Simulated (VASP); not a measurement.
# Si (I4/mmm) in VASP: a series of runs, part 2 of 2

VASP 6.6.1. Earlier steps stand in the parts before.

## Step 5: Relaxation of shape and atoms at fixed volume, LDA (20.17 Å³/atom)

This run uses another cell than the first one, of 20.17 Å³/atom.

Input file INCAR:

```
PREC     = Accurate       # precision mode
ENCUT    = 600            # plane-wave cutoff, eV
EDIFF    = 1E-7           # SCF threshold, eV
ISMEAR   = 0              # smearing method
SIGMA    = 0.01           # smearing width, eV
LREAL    = F              # projectors in reciprocal space
LASPH    = T              # aspherical terms in the spheres
NELM     = 80             # most SCF steps
ALGO     = Normal         # electronic algorithm
ISIF     = 4              # what is computed and relaxed
LWAVE    = F              # write WAVECAR
LCHARG   = F              # write CHGCAR
GGA      = CA             # functional
IBRION   = 2              # ionic algorithm
NSW      = 50             # ionic steps
EDIFFG   = -0.01          # ionic threshold
```

Input file KPOINTS:

```
Automatic mesh
0
Gamma
  10 10 10
```

Input file POSCAR:

```
Si
1.0
   -3.2679233972      3.2679233972      1.8890872161
    3.2679233972     -3.2679233972      1.8890872161
    3.2679233972      3.2679233972     -1.8890872161
Si
4
Direct
    0.1788433299      0.1788433299      0.3576866599
    0.8211566701      0.8211566701      0.6423133401
    0.1788433299      0.8211566701      0.0000000000
    0.8211566701      0.1788433299      0.0000000000
```

Potentials or basis: VASP PAW LDA potentials, release 64 (Si).

On the command line:

```console
$ cat potpaw_LDA.64/Si/POTCAR > POTCAR
$ mpirun -np 1 vasp_std > vasp.out
```

OUTCAR:

```text
PREC = Accurate
   ENCUT = 600
   EDIFF = 1E-7
   ISMEAR = 0
   LREAL = F
   LASPH = T
   NELM = 80
   ISIF = 4
   GGA = CA
   IBRION = 2
   NSW = 50
   EDIFFG = -0.01

 ion  position               nearest neighbor table
   1  0.179  0.179  0.358-   2 2.30   2 2.30   3 2.34   4 2.34
   2  0.821  0.821  0.642-   1 2.30   1 2.30   4 2.34   3 2.34
   3  0.179  0.821  0.000-   4 2.30   4 2.30   2 2.34   1 2.34
   4  0.821  0.179  0.000-   3 2.30   3 2.30   2 2.34   1 2.34

  LATTYP: Found a body centered tetragonal cell.
 ALAT       =     6.5358467944
 C/A-ratio  =     0.5780696138

  Lattice vectors:

 A1 = (  -3.2679233972,   3.2679233972,   1.8890872161)
 A2 = (   3.2679233972,  -3.2679233972,   1.8890872161)
 A3 = (   3.2679233972,   3.2679233972,  -1.8890872161)

Analysis of symmetry for initial positions (statically):
=====================================================================
 Subroutine PRICEL returns:
 Original cell was already a primitive cell.

 Routine SETGRP: Setting up the symmetry group for a
 body centered tetragonal supercell.

 Subroutine GETGRP returns: Found 16 space group operations
 (whereof 16 operations were pure point group operations)
 out of a pool of 16 trial point group operations.

The static configuration has the point symmetry D_4h.

Analysis of symmetry for dynamics (positions and initial velocities):
=====================================================================
 Subroutine PRICEL returns:
 Original cell was already a primitive cell.

 Routine SETGRP: Setting up the symmetry group for a
 body centered tetragonal supercell.

 Subroutine GETGRP returns: Found 16 space group operations
 (whereof 16 operations were pure point group operations)
 out of a pool of 16 trial point group operations.

The dynamic configuration has the point symmetry D_4h.

[... 140 lines left out ...]

--------------------------------------- Ionic step        1  -------------------------------------------

 number of electron      16.0000000 magnetization

 Free energy of the ion-electron system (eV)
  ---------------------------------------------------
  ext. energy  EPLUGINS =         0.00000000
  ---------------------------------------------------
  free energy    TOTEN  =       -23.35923595 eV

  energy without entropy =      -23.35923595  energy(sigma->0) =      -23.35923595

------------------------ aborting loop because EDIFF is reached ----------------------------------------

  FORCE on cell =-STRESS in cart. coord.  units (eV):
  Direction    XX          YY          ZZ          XY          YZ          ZX
  --------------------------------------------------------------------------------------
  -------------------------------------------------------------------------------------
  Total        1.4857861      1.4857861      1.5212009      0.0000000     -0.0000000     -0.0000000
  in kB       29.4992619     29.4992619     30.2023973      0.0000000     -0.0000000     -0.0000000
  external PRESSURE =      29.7336403 kB  Pullay stress =       0.0000000 kB
[... 101 lines left out ...]
--------------------------------------- Ionic step        4  -------------------------------------------

 number of electron      16.0000000 magnetization

 Free energy of the ion-electron system (eV)
  ---------------------------------------------------
  ext. energy  EPLUGINS =         0.00000000
  ---------------------------------------------------
  free energy    TOTEN  =       -23.35944983 eV

  energy without entropy =      -23.35944983  energy(sigma->0) =      -23.35944983

 E-fermi :   5.9888     XC(G=0):  -9.5014

 val. band max:        5.9369510786   @ k =   0.5000   0.5000   0.5000
 cond. band min:       6.0388181371   @ k =  -0.1000  -0.2000   0.1000
 fundamental gap:      0.1018670585
 Fermi energy:         5.9887939718

 k-point     1 :       0.0000    0.0000    0.0000
  band No.  band energies     occupation
      1      -6.4941      2.00000
      2      -2.0376      2.00000
      3       0.2104      2.00000
      4       0.2104      2.00000
      5       1.9510      2.00000
      6       4.3422      2.00000
      7       4.3422      2.00000
      8       5.3279      2.00000
      9       7.2445      0.00000
     10       7.5433      0.00000
     11       7.5433      0.00000
     12       8.1447      0.00000
[... 331 lines left out ...]
 k-point    24 :       0.4000    0.3000   -0.0000
  band No.  band energies     occupation
      1      -4.7288      2.00000
      2      -3.5090      2.00000
      3      -1.3588      2.00000
      4       0.7533      2.00000
      5       1.4761      2.00000
      6       2.7503      2.00000
      7       3.7928      2.00000
      8       4.4837      2.00000
      9       7.2492      0.00000
     10       7.6370      0.00000
     11       8.8671      0.00000
     12       9.6715      0.00000

 [... further k-points ...]

------------------------ aborting loop because EDIFF is reached ----------------------------------------

  FORCE on cell =-STRESS in cart. coord.  units (eV):
  Direction    XX          YY          ZZ          XY          YZ          ZX
  --------------------------------------------------------------------------------------
  -------------------------------------------------------------------------------------
  Total        1.4782547      1.4782547      1.4848317      0.0000000     -0.0000000      0.0000000
  in kB       29.3497309     29.3497309     29.4803112      0.0000000     -0.0000000      0.0000000
  external PRESSURE =      29.3932576 kB  Pullay stress =       0.0000000 kB
[... 19 lines left out ...]
  FREE ENERGIE OF THE ION-ELECTRON SYSTEM (eV)
  ---------------------------------------------------
  free  energy   TOTEN  =       -23.3594498304 eV

  energy  without entropy=      -23.3594498304  energy(sigma->0) =      -23.35944983

 reached required accuracy - stopping structural energy minimisation
```

OSZICAR:

```text
N       E                     dE             d eps       ncg     rms          rms(c)
DAV:   1     0.341216161234E+02    0.34122E+02   -0.66740E+03  2448   0.122E+03
DAV:   2    -0.214206036574E+02   -0.55542E+02   -0.51039E+02  3380   0.148E+02
DAV:   3    -0.239815192266E+02   -0.25609E+01   -0.25044E+01  3160   0.316E+01
[... 26 lines left out ...]
DAV:   2    -0.233594732598E+02    0.58541E-04   -0.15211E-04  3036   0.898E-02    0.182E-02
DAV:   3    -0.233594503949E+02    0.22865E-04   -0.64772E-05  2936   0.503E-02    0.633E-03
DAV:   4    -0.233594499493E+02    0.44570E-06   -0.10646E-05  2948   0.215E-02    0.269E-03
DAV:   5    -0.233594498460E+02    0.10326E-06   -0.72459E-07  3040   0.549E-03    0.970E-04
DAV:   6    -0.233594498304E+02    0.15591E-07   -0.10462E-07  1496   0.248E-03
   4 F= -.23359450E+02 E0= -.23359450E+02  d E =-.693072E-04
```

CONTCAR:

```text
Si
   1.00000000000000
    -3.2657850843450795    3.2657850843450795    1.8915618320448462
     3.2657850843450795   -3.2657850843450795    1.8915618320448462
     3.2657850843450795    3.2657850843450795   -1.8915618320448462
  Si
     4
Direct
     0.1790758067776970    0.1790758067776970    0.3581516136553957
     0.8209241932223030    0.8209241932223030    0.6418483863446043
     0.1790758067776970    0.8209241932223030    1.0000000000000000
     0.8209241932223030    0.1790758067776970    0.0000000000000000

  0.00000000E+00  0.00000000E+00  0.00000000E+00
  0.00000000E+00  0.00000000E+00  0.00000000E+00
  0.00000000E+00  0.00000000E+00  0.00000000E+00
  0.00000000E+00  0.00000000E+00  0.00000000E+00
```

Run time: 4.1 min. Hardware: 1 thread of Oxide Virtual Turin-like, shared host; peak memory 0.21 GiB.

What came out:

```yaml
Free_energy: -23.3594 eV
Energy_gained_by_relaxing: 0.1 meV/atom
Ionic_steps: 4
Pressure_after_relaxing: 2.9 GPa
Band_gap_on_the_k_mesh: 0.10 eV (least direct gap 0.18 eV)
```

The path:
| step | energy change (eV) | largest force (eV/Å) | pressure (GPa) | volume (Å³) |
| --- | --- | --- | --- | --- |
| 1 | 0.0000 | 0.0435 | 2.97 | 80.70 |
| 2 | -0.0001 | 0.0186 | 2.95 | 80.70 |
| 3 | -0.0001 | 0.0044 | 2.95 | 80.70 |
| 4 | -0.0002 | 0.0002 | 2.94 | 80.70 |

Final structure:
```xyz
4
Lattice="-3.2658 3.2658 1.8916 3.2658 -3.2658 1.8916 3.2658 3.2658 -1.8916" Properties=species:S:1:pos:R:3 pbc="T T T"
Si    1.1696    1.1696    0.0000
Si    2.0961    2.0961    1.8916
Si    5.3619    1.1696    0.0000
Si   -2.0961    2.0961    1.8916
```

Levels at points of the mesh, in eV from the valence-band top:
```
           k point  band 6  band 7  band 8  band 9  band 10  band 11
(0.00, 0.00, 0.00)   -1.59   -1.59   -0.61    1.31     1.61     1.61
(0.50, 0.00, 0.00)   -3.72   -2.54   -1.50    0.64     2.35     2.91
(0.50, 0.50, 0.00)   -2.14   -2.05   -1.74    1.51     1.78     1.87
(0.50, 0.50, 0.50)   -0.27    0.00    0.00    0.18     3.51     3.65
```

Caveat: semilocal functionals underestimate gaps, and a narrow one can read as zero.

## Step 6: Summary

```tsv
cell	gap on the mesh (eV)	pressure (GPa)
relaxed from a = 5.094 Å, angles 98.2, 98.2, 135.5°, 4 atoms, atomic positions A	0.29	-2.4
relaxed from a = 5.146 Å, angles 98.2, 98.2, 135.7°, 4 atoms, atomic positions B	0.34	-4.5
relaxed from a = 5.211 Å, angles 98.2, 98.2, 135.7°, 4 atoms, atomic positions C	0.33	-6.8
relaxed from a = 4.993 Å, angles 98.2, 98.2, 135.5°, 4 atoms, atomic positions A	0.10	2.9
```

Alike in all rows: task relaxation of shape and atoms at fixed volume; level LDA; potentials or basis VASP PAW LDA potentials, release 64 (Si); no spin polarisation; k mesh 10 × 10 × 10; cutoff (eV) 600; smearing gaussian 0.01 eV.

Caveats: semilocal functionals underestimate gaps, and a narrow one can read as zero.

Absolute energies hang on the potentials; compare differences alone.
